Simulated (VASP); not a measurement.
# Pd (P6/mmm) in VASP: a series of runs

Runs on Pd. Level: PBE. Tasks: relaxation of cell and atoms.

Program: VASP 6.6.1. These are calculated values, not measurements. Logs are shortened: lines on timing, memory, paths and dates and some standing lists are left out, and cuts for length are marked.

## (1) The cell of the first run

It takes space group P6/mmm (No. 191, hexagonal). Conventional cell: a = 2.693 Å, b = 2.693 Å, c = 2.531 Å, α = 90.00°, β = 90.00°, γ = 120.00°. Within 3.3 Å of Pd (site symmetry 6/mmm) lie 8 Pd at 2.53 to 2.69 Å.

## (2) Relaxation of cell and atoms, PBE, target pressure 0.67 GPa, at which the enthalpy is minimised

The input, INCAR:

```
SYSTEM = Pd
PREC = Accurate ; ENCUT = 600
EDIFF = 1E-6 ; ISMEAR = -1
SIGMA = 0.08 ; LREAL = .FALSE.
LASPH = .TRUE. ; NELM = 100
ALGO = Normal ; ISIF = 3
LWAVE = .FALSE. ; LCHARG = .FALSE.
GGA = PE ; IBRION = 2
NSW = 60 ; EDIFFG = -0.005
PSTRESS = 6.7
```

The input, KPOINTS:

```
regular mesh
0
G
  16 16 15
  0 0 0
```

The input, POSCAR:

```
Pd
1.0
    2.6925511406      0.0000000000      0.0000000000
   -1.3462755703      2.3318176887      0.0000000000
    0.0000000000      0.0000000000      2.5309980721
Pd
1
Direct
    0.0000000000      0.0000000000      0.0000000000
```

Potentials or basis: VASP PAW PBE potentials, release 64 (Pd).

Run with:

```console
$ cat potpaw_PBE.64/Pd/POTCAR > POTCAR
$ mpirun -np 1 vasp_std > vasp.out
```

OUTCAR:

```text
SYSTEM = Pd
   PREC = Accurate
   ENCUT = 600
   EDIFF = 1E-6
   ISMEAR = -1
   LREAL = .FALSE.
   LASPH = .TRUE.
   NELM = 100
   ISIF = 3
   GGA = PE
   IBRION = 2
   NSW = 60
   EDIFFG = -0.005
   PSTRESS = 6.7

 ion  position               nearest neighbor table
   1  0.000  0.000  0.000-

  LATTYP: Found a hexagonal cell.
 ALAT       =     2.6925511406
 C/A-ratio  =     0.9400000000

  Lattice vectors:

 A1 = (   2.6925511406,   0.0000000000,   0.0000000000)
 A2 = (  -1.3462755703,   2.3318176887,   0.0000000000)
 A3 = (   0.0000000000,   0.0000000000,   2.5309980721)

Analysis of symmetry for initial positions (statically):
=====================================================================
 Subroutine PRICEL returns:
 Original cell was already a primitive cell.

 Routine SETGRP: Setting up the symmetry group for a
 hexagonal supercell.

 Subroutine GETGRP returns: Found 24 space group operations
 (whereof 24 operations were pure point group operations)
 out of a pool of 24 trial point group operations.

The static configuration has the point symmetry D_6h.

Analysis of symmetry for dynamics (positions and initial velocities):
=====================================================================
 Subroutine PRICEL returns:
 Original cell was already a primitive cell.

 Routine SETGRP: Setting up the symmetry group for a
 hexagonal supercell.

 Subroutine GETGRP returns: Found 24 space group operations
 (whereof 24 operations were pure point group operations)
 out of a pool of 24 trial point group operations.

The dynamic configuration has the point symmetry D_6h.

 Subroutine INISYM returns: Found 24 space group operations
 (whereof 24 operations are pure point group operations),
 and found     1 'primitive' translations

----------------------------------------------------------------------------------------

                                     Primitive cell

  volume of cell :      15.8910

  direct lattice vectors                    reciprocal lattice vectors
     2.692551141  0.000000000  0.000000000     0.371394989  0.214424997  0.000000000
    -1.346275570  2.331817689  0.000000000     0.000000000  0.428849993  0.000000000
     0.000000000  0.000000000  2.530998072     0.000000000  0.000000000  0.395101052

  length of vectors
     2.692551141  2.692551141  2.530998072     0.428849993  0.428849993  0.395101052

  position of ions in fractional coordinates (direct lattice)
     0.000000000  0.000000000  0.000000000

  ion indices of the primitive-cell ions
   primitive index   ion index
                 1           1

----------------------------------------------------------------------------------------

 KPOINTS: regular mesh

Automatic generation of k-mesh.
 Grid dimensions read from file:
 generate k-points for:   16   16   15

 Generating k-lattice:

  Cartesian coordinates                     Fractional coordinates (reciprocal lattice)
     0.023212187  0.013401562  0.000000000     0.062500000 -0.000000000  0.000000000
     0.000000000  0.026803125  0.000000000     0.000000000  0.062500000  0.000000000
     0.000000000  0.000000000  0.026340070     0.000000000  0.000000000  0.066666667

  Length of vectors
     0.026803125  0.026803125  0.026340070

  Shift w.r.t. Gamma in fractional coordinates (k-lattice)
     0.000000000  0.000000000  0.000000000

 Subroutine IBZKPT returns following result:
 ===========================================

 Found    240 irreducible k-points:

 Following reciprocal coordinates:
            Coordinates               Weight
  0.000000  0.000000  0.000000      1.000000
  0.062500  0.000000  0.000000      6.000000
  0.125000  0.000000  0.000000      6.000000
  0.187500 -0.000000  0.000000      6.000000
  0.250000  0.000000  0.000000      6.000000
  0.312500 -0.000000  0.000000      6.000000
[... 16 lines left out ...]
  0.187500  0.187500  0.000000      6.000000
  0.250000  0.187500  0.000000     12.000000
 [... further k-points ...]
   k-points           NKPTS =    240   k-points in BZ     NKDIM =    240   number of bands    NBANDS=      9
   number of dos      NEDOS =    301   number of ions     NIONS =      1
   total plane-waves  NPLWV =  11520
   dimension x,y,z NGX =    24 NGY =   24 NGZ =   20
   dimension x,y,z NGXF=    48 NGYF=   48 NGZF=   40
   ions per type =               1
   NGX,Y,Z   is equivalent  to a cutoff of  14.82, 14.82, 13.14 a.u.
   NGXF,Y,Z  is equivalent  to a cutoff of  29.64, 29.64, 26.27 a.u.
 SYSTEM =  Pd
   PREC   = accura    normal or accurate (medium, high low for compatibility)
   ISTART =      0    job   : 0-new  1-cont  2-samecut
   ICHARG =      2    charge: 1-file 2-atom 10-const
   ISPIN  =      1    spin polarized calculation?
   LNONCOLLINEAR =      F non collinear calculations
   LSORBIT =      F    spin-orbit coupling
   LASPH  =      T    aspherical Exc in radial PAW
   ENCUT  =  600.0 eV  44.10 Ry    6.64 a.u.   5.38  5.38  5.06*2*pi/ulx,y,z
   NELM   =    100;   NELMIN=  2; NELMDL= -5     # of ELM steps
   EDIFF  = 0.1E-05   stopping-criterion for ELM
   LREAL  =      F    real-space projection
   EDIFFG = -.5E-02   stopping-criterion for IOM
   NSW    =     60    number of steps for IOM
   IBRION =      2    ionic relax: 0-MD 1-quasi-New 2-CG
   NFREE  =      1    steps in history (QN), initial steepest desc. (CG)
   ISIF   =      3    stress and relaxation
   ISYM   =      2    0-nonsym 1-usesym 2-fastsym
   POTIM  = 0.5000    time-step for ionic-motion
   TEBEG  =    0.0;   TEEND  =   0.0 temperature during run
   PSTRESS=    6.7 pullay stress
   NELECT =      10.0000    total number of electrons
   NUPDOWN=      -1.0000    fix difference up-down
   EMIN   =  10.00;   EMAX   =-10.00  energy-range for DOS
   EFERMI =   0.00;   METHOD = LEGACY
   ISMEAR =    -1;   SIGMA  =   0.08  broadening in eV -4-tet -1-fermi 0-gaus
   EFERMI_NEDOS =   21; number of points for ismear=-14 and -15
   IALGO  =     38    algorithm
   IMIX   =      4    mixing-type and parameters
     AMIX     =   0.40;   BMIX     =  1.00
     AMIX_MAG =   1.60;   BMIX_MAG =  1.00
  volume/ion in A,a.u.               =      15.89       107.24
  Fermi-wavevector in a.u.,A,eV,Ry     =   1.402894  2.651084 26.777765  1.968110
  Thomas-Fermi vector in A             =   2.525610
   LORBIT       =      0    0 simple, 1 ext, 2 COOP (PROOUT), +10 PAW based schemes
   GGA     = PE    functional components
   LHFCALC =     F    Hartree Fock is set to
   AEXX    =    0.0000 exact exchange contribution
   IVDW    =     0    specifies the selected vdW correction
   LEPSILON=     F    determine dielectric tensor
   LRPA    =     F    only Hartree local field effects (RPA)
 conjugate gradient relaxation of ions
 non-spin polarized calculation
  energy-cutoff  :      600.00
  volume of cell :       15.89
 maximum number of plane-waves:       550
 NGX is ok and might be reduce to    24
   NGX = 11   NGY = 11   NGZ = 11

--------------------------------------- Ionic step        1  -------------------------------------------

 number of electron      10.0000000 magnetization

 Free energy of the ion-electron system (eV)
  ---------------------------------------------------
  ext. energy  EPLUGINS =         0.00000000
  ---------------------------------------------------
  free energy    TOTEN  =        -4.94800626 eV

  energy without entropy =       -4.92427149  energy(sigma->0) =       -4.93613887

------------------------ aborting loop because EDIFF is reached ----------------------------------------

  FORCE on cell =-STRESS in cart. coord.  units (eV):
  Direction    XX          YY          ZZ          XY          YZ          ZX
  --------------------------------------------------------------------------------------
  -------------------------------------------------------------------------------------
  Total        0.1820359      0.1820359      1.6522244      0.0000000      0.0000000      0.0000000
  in kB       18.3534311     18.3534311    166.5824456      0.0000000      0.0000000      0.0000000
  external PRESSURE =      61.0631026 kB  Pullay stress =       6.7000000 kB
[... 90 lines left out ...]
  FREE ENERGIE OF THE ION-ELECTRON SYSTEM (eV)
  ---------------------------------------------------
  free  energy   TOTEN  =        -4.9798270429 eV

  energy  without entropy=       -4.9565298677  energy(sigma->0) =       -4.96817846

  enthalpy is  TOTEN    =        -4.9103747212 eV   P V=        0.0694523217

[... ionic steps 4 to 10 ...]

--------------------------------------- Ionic step       11  -------------------------------------------

 number of electron      10.0000000 magnetization

------------------------ aborting loop because EDIFF is reached ----------------------------------------

  FORCE on cell =-STRESS in cart. coord.  units (eV):
  Direction    XX          YY          ZZ          XY          YZ          ZX
  --------------------------------------------------------------------------------------
  -------------------------------------------------------------------------------------
  Total        0.0634325      0.0634325      0.0699403      0.0000000     -0.0000000     -0.0000000
  in kB        6.1599976      6.1599976      6.7919726      0.0000000     -0.0000000     -0.0000000
  external PRESSURE =      -0.3293441 kB  Pullay stress =       6.7000000 kB
[... 59 lines left out ...]
  enthalpy is  TOTEN    =        -4.9110580527 eV   P V=        0.0689773718

--------------------------------------- Ionic step       13  -------------------------------------------

 number of electron      10.0000000 magnetization

 Free energy of the ion-electron system (eV)
  ---------------------------------------------------
  ext. energy  EPLUGINS =         0.00000000
  ---------------------------------------------------
  free energy    TOTEN  =        -4.98003100 eV

  energy without entropy =       -4.95717682  energy(sigma->0) =       -4.96860391

 E-fermi :   8.1750     XC(G=0): -12.4230

 val. band max:        8.1736590471   @ k =   0.0625   0.0000   0.0000
 cond. band min:       8.1880777929   @ k =   0.0000   0.0000   0.0000
 fundamental gap:      0.0144187458
 Fermi energy:         8.1749990164

 k-point     1 :       0.0000    0.0000    0.0000
  band No.  band energies     occupation
      1       1.7605      2.00000
      2       3.5610      2.00000
      3       5.5471      2.00000
      4       5.5471      2.00000
      5       8.1881      0.91844
      6       8.1881      0.91844
      7      23.7853      0.00000
      8      25.6740      0.00000
      9      30.7316      0.00000
[... 265 lines left out ...]
 k-point    24 :       0.2500    0.1875    0.0000
  band No.  band energies     occupation
      1       4.2972      2.00000
      2       4.3514      2.00000
      3       5.3794      2.00000
      4       6.8108      2.00000
      5       7.6338      1.99770
      6       9.4690      0.00000
      7      18.5810      0.00000
      8      20.1437      0.00000
      9      28.8305      0.00000

 [... further k-points ...]
[... 5 lines left out ...]
  --------------------------------------------------------------------------------------
  -------------------------------------------------------------------------------------
  Total        0.0681124      0.0681124      0.0730118      0.0000000     -0.0000000      0.0000000
  in kB        6.6164187      6.6164187      7.0923502      0.0000000     -0.0000000      0.0000000
  external PRESSURE =       0.0750625 kB  Pullay stress =       6.7000000 kB
[... 16 lines left out ...]
  FREE ENERGIE OF THE ION-ELECTRON SYSTEM (eV)
  ---------------------------------------------------
  free  energy   TOTEN  =        -4.9800309964 eV

  energy  without entropy=       -4.9571768209  energy(sigma->0) =       -4.96860391

  enthalpy is  TOTEN    =        -4.9110581796 eV   P V=        0.0689728169

 reached required accuracy - stopping structural energy minimisation
```

It took 76 s on 1 thread of Intel Xeon 6975P-C (Granite Rapids), shared host; peak memory 0.18 GiB.

What came out:

| Property | Result |
| --- | --- |
| Free energy | -4.9800 eV |
| Relaxed volume | 16.49 Å³/atom |
| Relaxed cell | a = 2.689 Å, b = 2.689 Å, c = 2.633 Å, α = 90.00°, β = 90.00°, γ = 120.00° |
| Space group after relaxing (to 0.05 Å) | P6/mmm (No. 191) |
| Energy change on relaxing (the enthalpy is what falls) | -32.0 meV/atom |
| Ionic steps | 13 |
| Pressure after relaxing | 0.7 GPa |
| Band gap on the k mesh | zero (band 5 reaches 9.01 eV, above the bottom of band 6 at 7.19 eV) |

The path:
```tsv
step	energy change (eV)	largest force (eV/Å)	pressure (GPa)	volume (Å³)
1	0.0000	0.0000	6.78	15.89
2	-0.0142	0.0000	-4.90	17.30
3	-0.0318	0.0000	-0.37	16.61
4	-0.0318	0.0000	-0.27	16.59
5	-0.0312	0.0000	1.53	16.40
6	-0.0320	0.0000	0.74	16.49
7	-0.0320	0.0000	0.76	16.48
8	-0.0320	0.0000	0.64	16.50
9	-0.0320	0.0000	0.70	16.49
10	-0.0320	0.0000	0.71	16.49
11	-0.0320	0.0000	0.64	16.50
12	-0.0320	0.0000	0.67	16.49
13	-0.0320	0.0000	0.68	16.49
```

Final structure:
```xyz
1
Lattice="2.6895 0.0000 0.0000 -1.3447 2.3292 0.0000 0.0000 0.0000 2.6329" Properties=species:S:1:pos:R:3 pbc="T T T"
Pd    0.0000    0.0000    0.0000
```

Levels at points of the mesh, in eV from the Fermi level:
```csv
k point,band 3,band 4,band 5,band 6,band 7,band 8
"(0.00, 0.00, 0.00)",-2.63,-2.63,0.01,0.01,15.61,17.50
"(0.50, 0.00, 0.00)",-1.73,-0.35,0.32,1.19,6.57,14.83
```

Caveat: the cell is relaxed towards a set pressure, so the enthalpy falls and the energy may rise.

## (3) Relaxation of cell and atoms, PBE, target pressure 0.67 GPa, at which the enthalpy is minimised

This run uses another cell than the first one, of 16.54 Å³/atom, 1.041 times its volume.

The input, INCAR:

```
PREC = Accurate
ENCUT = 600
EDIFF = 1E-7
ISMEAR = -1
SIGMA = 0.08
LREAL = F
LASPH = T
NELM = 60
ALGO = Normal
ISIF = 3
LWAVE = F
LCHARG = F
GGA = PE
IBRION = 2
NSW = 32
EDIFFG = -0.005
PSTRESS = 6.7
```

The input, KPOINTS:

```
regular mesh
0
Gamma
  16 16 15
```

The input, POSCAR:

```
Pd
1.0
    2.6913032098      0.0000000000      0.0000000000
   -1.3456516049      2.3307369489      0.0000000000
    0.0000000000      0.0000000000      2.6362721691
Pd
1
Direct
    0.0000000000      0.0000000000      0.0000000000
```

Potentials or basis: VASP PAW PBE potentials, release 64 (Pd).

Run with:

```console
$ cat potpaw_PBE.64/Pd/POTCAR > POTCAR
$ mpirun -np 1 vasp_std > vasp.out
```

It took 26 s on 1 thread of Intel Xeon 6975P-C (Granite Rapids), shared host; peak memory 0.18 GiB.

It converged, with:

| Quantity | Value |
| --- | --- |
| Free energy | -4.9806 eV |
| Relaxed volume | 16.49 Å³/atom |
| Relaxed cell | a = 2.689 Å, b = 2.689 Å, c = 2.634 Å, α = 90.00°, β = 90.00°, γ = 120.00° |
| Space group after relaxing (to 0.05 Å) | P6/mmm (No. 191) |
| Energy change on relaxing (the enthalpy is what falls) | +0.1 meV/atom |
| Ionic steps | 3 |
| Pressure after relaxing | 0.7 GPa |
| Band gap on the k mesh | zero (band 5 reaches 9.01 eV, above the bottom of band 6 at 7.19 eV) |

Step by step:
```csv
step,energy change (eV),largest force (eV/Å),pressure (GPa),volume (Å³)
1,0.0000,0.0000,0.32,16.54
2,0.0004,0.0000,1.07,16.45
3,0.0001,0.0000,0.68,16.49
```

Final structure:
```cif
data_structure
_symmetry_space_group_name_H-M 'P 1'
_symmetry_Int_Tables_number 1
_cell_length_a 2.6892
_cell_length_b 2.6892
_cell_length_c 2.6337
_cell_angle_alpha 90.000
_cell_angle_beta 90.000
_cell_angle_gamma 120.000
_cell_volume 16.49
loop_
_atom_site_label
_atom_site_type_symbol
_atom_site_fract_x
_atom_site_fract_y
_atom_site_fract_z
_atom_site_occupancy
Pd1 Pd 0.00000 0.00000 0.00000 1
```

Levels at points of the mesh, in eV from the Fermi level:
| k point | band 1 | band 2 | band 3 | band 4 | band 5 | band 6 | band 7 | band 8 | band 9 |
| --- | --- | --- | --- | --- | --- | --- | --- | --- | --- |
| (0.00, 0.00, 0.00) | -6.41 | -4.61 | -2.63 | -2.63 | 0.01 | 0.01 | 15.60 | 17.50 | 22.56 |
| (0.50, 0.00, 0.00) | -4.99 | -3.67 | -1.73 | -0.36 | 0.33 | 1.19 | 6.58 | 14.83 | 19.52 |

Caveat: the cell is relaxed towards a set pressure, so the enthalpy falls and the energy may rise.
